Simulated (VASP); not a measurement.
# In (Im-3m) in VASP: notebook, part 2 of 2

VASP 6.6.1.

## 3. Single point, PBE

This run uses another cell than the first one, of 26.60 Å³/atom, 1.017 times its volume.

INCAR

```
SYSTEM = In
ALGO = Normal ; EDIFF = 1E-6
ENCUT = 520 ; GGA = PE
ISIF = 2 ; ISMEAR = 0
LASPH = .TRUE. ; LCHARG = .FALSE.
LREAL = .FALSE. ; LWAVE = .FALSE.
NBANDS = 12 ; NELM = 80
PREC = Accurate ; SIGMA = 0.05
```

KPOINTS

```
k-points
0
G
  16 16 16
  0 0 0
```

POSCAR

```
In
1.0
   -1.8805620389      1.8805620389      1.8805620389
    1.8805620389     -1.8805620389      1.8805620389
    1.8805620389      1.8805620389     -1.8805620389
In
1
Direct
    0.0000000000      0.0000000000      0.0000000000
```

Potentials or basis: VASP PAW PBE potentials, release 64 (In_d).

The run is started by

```sh
> cat potpaw_PBE.64/In_d/POTCAR > POTCAR
> mpirun -np 1 vasp_std > vasp.out
```

OUTCAR:

```text
SYSTEM = In
   EDIFF = 1E-6
   ENCUT = 520
   GGA = PE
   ISIF = 2
   ISMEAR = 0
   LASPH = .TRUE.
   LREAL = .FALSE.
   NELM = 80
   PREC = Accurate

 ion  position               nearest neighbor table
   1  0.000  0.000  0.000-

  LATTYP: Found a body centered cubic cell.
 ALAT       =     3.7611240778

  Lattice vectors:

 A1 = (  -1.8805620389,   1.8805620389,   1.8805620389)
 A2 = (   1.8805620389,  -1.8805620389,   1.8805620389)
[... 537 lines left out ...]
     10      19.1278      0.00000
     11      20.2113      0.00000
     12      22.7370      0.00000

 [... further k-points ...]

------------------------ aborting loop because EDIFF is reached ----------------------------------------

  FORCE on cell =-STRESS in cart. coord.  units (eV):
  Direction    XX          YY          ZZ          XY          YZ          ZX
  --------------------------------------------------------------------------------------
  -------------------------------------------------------------------------------------
  Total        0.2975188      0.2975188      0.2975188     -0.0000000     -0.0000000      0.0000000
  in kB       17.9185146     17.9185146     17.9185146     -0.0000000     -0.0000000      0.0000000
  external PRESSURE =      17.9185146 kB  Pullay stress =       0.0000000 kB

 VOLUME and BASIS-vectors are now :
 -----------------------------------------------------------------------------
  energy-cutoff  :      520.00
  volume of cell :       26.60
      direct lattice vectors                 reciprocal lattice vectors
    -1.880562039  1.880562039  1.880562039     0.000000000  0.265877961  0.265877961
     1.880562039 -1.880562039  1.880562039     0.265877961  0.000000000  0.265877961
     1.880562039  1.880562039 -1.880562039     0.265877961  0.265877961  0.000000000

 POSITION                                       TOTAL-FORCE (eV/Angst)
 -----------------------------------------------------------------------------------
      0.00000      0.00000      0.00000         0.000000      0.000000     -0.000000
 -----------------------------------------------------------------------------------
    total drift:                               -0.000000      0.000000      0.000000

  FREE ENERGIE OF THE ION-ELECTRON SYSTEM (eV)
  ---------------------------------------------------
  free  energy   TOTEN  =        -2.5403407279 eV

  energy  without entropy=       -2.5390801840  energy(sigma->0) =       -2.53971046
```

stdout:

```text
POSCAR found type information on POSCAR In
 POSCAR found :  1 types and       1 ions
 scaLAPACK will be used
 LDA part: xc-table for (Slater+PW92), standard interpolation
 POSCAR, INCAR and KPOINTS ok, starting setup
 FFT: planning ... GRIDC
 FFT: planning ... GRID_SOFT
 FFT: planning ... GRID
 WAVECAR not read
 entering main loop
```

It took 26 s on 1 thread of Intel Xeon Platinum 8259CL at 2.50GHz (Skylake/Cascade Lake), shared host; peak memory 0.16 GiB.

Results:

| Item | Value |
| --- | --- |
| Free energy | -2.5403 eV |
| Pressure | 1.8 GPa |

Levels at points of the mesh, in eV from the Fermi level:
| k point | band 3 | band 4 | band 5 | band 6 | band 7 | band 8 | band 9 | band 10 |
| --- | --- | --- | --- | --- | --- | --- | --- | --- |
| (0.00, 0.00, 0.00) | -14.68 | -14.41 | -14.41 | -9.44 | 10.92 | 10.92 | 10.92 | 12.94 |
| (0.50, 0.00, 0.00) | -14.42 | -14.41 | -14.24 | -3.93 | -3.13 | 5.83 | 7.26 | 10.01 |
| (0.50, 0.50, 0.50) | -14.29 | -14.29 | -14.29 | 0.90 | 1.25 | 1.25 | 1.25 | 5.23 |

Caveat: spin-orbit coupling is left out, which moves the levels of the heavy elements.

## 4. Single point, PBE

This run uses another cell than the first one, of 27.93 Å³/atom, 1.068 times its volume.

INCAR

```
ALGO = Fast
EDIFF = 1E-6
ENCUT = 520
GGA = PE
ISIF = 2
ISMEAR = 0
LASPH = T
LCHARG = F
LREAL = F
LWAVE = F
NBANDS = 12
NELM = 80
PREC = Accurate
SIGMA = 0.05
```

KPOINTS

```
k-points
0
Gamma
  16 16 16
```

POSCAR

```
In
1.0
   -1.9114157473      1.9114157473      1.9114157473
    1.9114157473     -1.9114157473      1.9114157473
    1.9114157473      1.9114157473     -1.9114157473
In
1
Direct
    0.0000000000      0.0000000000      0.0000000000
```

Potentials or basis: VASP PAW PBE potentials, release 64 (In_d).

The run is started by

```sh
> cat potpaw_PBE.64/In_d/POTCAR > POTCAR
> mpirun -np 1 vasp_std > vasp.out
```

OUTCAR:

```text
EDIFF = 1E-6
   ENCUT = 520
   GGA = PE
   ISIF = 2
   ISMEAR = 0
   LASPH = T
   LREAL = F
   NELM = 80
   PREC = Accurate

 ion  position               nearest neighbor table
   1  0.000  0.000  0.000-

  LATTYP: Found a body centered cubic cell.
 ALAT       =     3.8228314946

  Lattice vectors:

 A1 = (  -1.9114157473,   1.9114157473,   1.9114157473)
 A2 = (   1.9114157473,  -1.9114157473,   1.9114157473)
 A3 = (   1.9114157473,   1.9114157473,  -1.9114157473)

Analysis of symmetry for initial positions (statically):
[... 539 lines left out ...]

 [... further k-points ...]

------------------------ aborting loop because EDIFF is reached ----------------------------------------

  FORCE on cell =-STRESS in cart. coord.  units (eV):
  Direction    XX          YY          ZZ          XY          YZ          ZX
  --------------------------------------------------------------------------------------
  -------------------------------------------------------------------------------------
  Total       -0.0084180     -0.0084180     -0.0084180     -0.0000000      0.0000000     -0.0000000
  in kB       -0.4828324     -0.4828324     -0.4828324     -0.0000000      0.0000000     -0.0000000
  external PRESSURE =      -0.4828324 kB  Pullay stress =       0.0000000 kB

 VOLUME and BASIS-vectors are now :
 -----------------------------------------------------------------------------
  energy-cutoff  :      520.00
  volume of cell :       27.93
      direct lattice vectors                 reciprocal lattice vectors
    -1.911415747  1.911415747  1.911415747     0.000000000  0.261586209  0.261586209
     1.911415747 -1.911415747  1.911415747     0.261586209  0.000000000  0.261586209
     1.911415747  1.911415747 -1.911415747     0.261586209  0.261586209  0.000000000

 POSITION                                       TOTAL-FORCE (eV/Angst)
 -----------------------------------------------------------------------------------
      0.00000      0.00000      0.00000         0.000000     -0.000000      0.000000
 -----------------------------------------------------------------------------------
    total drift:                               -0.000000     -0.000000     -0.000000

  FREE ENERGIE OF THE ION-ELECTRON SYSTEM (eV)
  ---------------------------------------------------
  free  energy   TOTEN  =        -2.5476449998 eV

  energy  without entropy=       -2.5467203342  energy(sigma->0) =       -2.54718267
```

Wall time 54 s (1 thread of Intel Xeon Platinum 8259CL at 2.50GHz (Skylake/Cascade Lake), shared host); peak memory 0.18 GiB.

What came out:

| Property | Result |
| --- | --- |
| Free energy | -2.5476 eV |
| Pressure | 0.0 GPa |

Caveat: spin-orbit coupling is left out, which moves the levels of the heavy elements.

## 5. Overview

| cell | gap on the mesh (eV) | pressure (GPa) |
| --- | --- | --- |
| a = 3.239 Å, angles 109.5°, 1 atom | none | 2.5 |
| a = 3.257 Å, angles 109.5°, 1 atom | none | 1.8 |
| a = 3.311 Å, angles 109.5°, 1 atom | none | 0.0 |

Alike in all rows: task single point; level PBE; potentials or basis VASP PAW PBE potentials, release 64 (In_d); no spin polarisation; k mesh 16 × 16 × 16; cutoff (eV) 520; smearing gaussian 0.05 eV.

Caveats: spin-orbit coupling is left out, which moves the levels of the heavy elements.

Total energies depend on the potentials used, so only differences within one code and one set of settings carry meaning.
